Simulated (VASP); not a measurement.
Set up this calculation in VASP 6.6.1, as the native input.

| Quantity | Value |
| --- | --- |
| Task | single point |
| Functional | PBEsol |
| Potentials or basis | VASP PAW PBE potentials, release 64 (Mg, S) |
| Cutoff | 520 eV |
| k mesh | 8 × 8 × 8 |
| Occupations | gaussian, width 0.05 eV |
| Spin | no spin polarisation |
| Dipole correction | no |
| Further INCAR settings | ALGO = Normal; EDIFF = 1e-06; NBANDS = 11 |

The structure of MgS lies in POSCAR:

```
MgS
1.0
    0.0000000000      2.6796995000      2.5236005000
    2.6796995000      0.0000000000      2.5236005000
    2.6796995000      2.6796995000      0.0000000000
Mg S
1 1
Direct
    0.0000000000      0.0000000000      0.0000000000
    0.5000000000      0.5000000000      0.5000000000
```

This cell differs from its parent crystal: strain +0.030 along x and y, -0.030 along z.

These files were run (other wordings do the same):

INCAR

```
SYSTEM = MgS
PREC     = Accurate       ! precision mode
ENCUT    = 520            ! plane-wave cutoff, eV
EDIFF    = 1E-6           ! SCF threshold, eV
ISMEAR   = 0              ! smearing method
SIGMA    = 0.05           ! smearing width, eV
LREAL    = .FALSE.        ! projectors in reciprocal space
LASPH    = .TRUE.         ! aspherical terms in the spheres
NELM     = 80             ! most SCF steps
ALGO     = Normal         ! electronic algorithm
ISIF     = 2              ! what is computed and relaxed
LWAVE    = .FALSE.        ! write WAVECAR
LCHARG   = .TRUE.         ! write CHGCAR
GGA      = PS             ! functional
LELF     = .TRUE.         ! ELF
LVHAR    = .TRUE.       
NBANDS   = 11             ! bands
```

KPOINTS

```
regular mesh
0
G
  8 8 8
  0 0 0
```

Potentials or basis: VASP PAW PBE potentials, release 64 (Mg, S).

Command:

```console
$ cat potpaw_PBE.64/Mg/POTCAR potpaw_PBE.64/S/POTCAR > POTCAR
$ mpirun -np 1 vasp_std > vasp.out
```

Results of the run:

| Property | Result |
| --- | --- |
| Pressure | -2.6 GPa |
| Band gap on the k mesh | 2.41 eV, indirect (least direct gap 3.29 eV) |

Caveat: the cell differs from its parent crystal (strain +0.030 along x and y, -0.030 along z); the PAW data sets were made with another functional, which shifts forces and pressure a little.

It took 18 s on 1 thread of AMD EPYC 7R13 (shared host), peak memory 0.17 GiB.
